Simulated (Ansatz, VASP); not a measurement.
## Two plane-wave programs on BiTe

Contents of INCAR:

```
SYSTEM = BiTe
PREC     = Accurate       ! precision mode
ENCUT    = 500            ! plane-wave cutoff, eV
EDIFF    = 1E-6           ! SCF threshold, eV
ISMEAR   = -5             ! smearing method
SIGMA    = 0.1            ! smearing width, eV
LREAL    = .False.        ! projectors in reciprocal space
LASPH    = .True.         ! aspherical terms in the spheres
NELM     = 120            ! most SCF steps
ALGO     = Normal         ! electronic algorithm
ISIF     = 2              ! what is computed and relaxed
LWAVE    = .False.        ! write WAVECAR
LCHARG   = .False.        ! write CHGCAR
GGA      = PE             ! functional
NBANDS   = 18             ! bands
GGA_COMPAT= .False.
```

The input KPOINTS:

```
regular mesh
0
Gamma
  4 4 4
  0 0 0
```

Contents of POSCAR:

```
BiTe
1.0
    0.0000000000      3.2350000000      3.2350000000
    3.2350000000      0.0000000000      3.2350000000
    3.2350000000      3.2350000000      0.0000000000
Bi Te
1 1
Direct
    0.0000000000      0.0000000000      0.0000000000
    0.5000000000      0.5000000000      0.5000000000
```

Input for Ansatz:

```yaml
crystal:
  lattice:
    - [0.0, 3.235, 3.235]
    - [3.235, 0.0, 3.235]
    - [3.235, 3.235, 0.0]
  atoms:
    - { symbol: Bi, position: [0.0, 0.0, 0.0] }
    - { symbol: Te, position: [0.5, 0.5, 0.5] }
basis:
  ecutwfc: 420
kpoints:
  mp_grid: { grid: [4, 4, 4] }
hamiltonian:
  xc: pbe
scf:
  occupations: { method: tetrahedron }
  max_iter: 83
output:
  forces: true
  stress: true
  eigenvalues: true
```

Alike in both runs: task single point; functional PBE; k mesh 4 × 4 × 4; occupations tetrahedron; no spin polarisation.

|  | VASP | Ansatz |
| --- | --- | --- |
| version | VASP 6.6.1 | Ansatz 0.2.0 |
| potentials or method | VASP PAW PBE potentials, release 64 (Bi_d, Te), cutoff 500 eV | scalar-relativistic, plane waves, PAW |
| valence electrons in the cell | 21 | 31 |

```tsv
	VASP	Ansatz	Ansatz less VASP
gap on the k mesh at the Fermi level (eV)	none	none	-
pressure (GPa)	0.5	0.7	+0.23
```

A gap of «none» marks a metal or a gap that the smearing closes. VASP's potentials hold 21 valence electrons a cell and Ansatz's 31, so a difference there can come from the potentials and not from the codes. Ansatz's warnings: band table not solved further, tetrahedron derivatives may miss energy slope.

The k mesh is coarse, so the values compare programs but aren't converged. Neither program's run includes spin-orbit coupling.
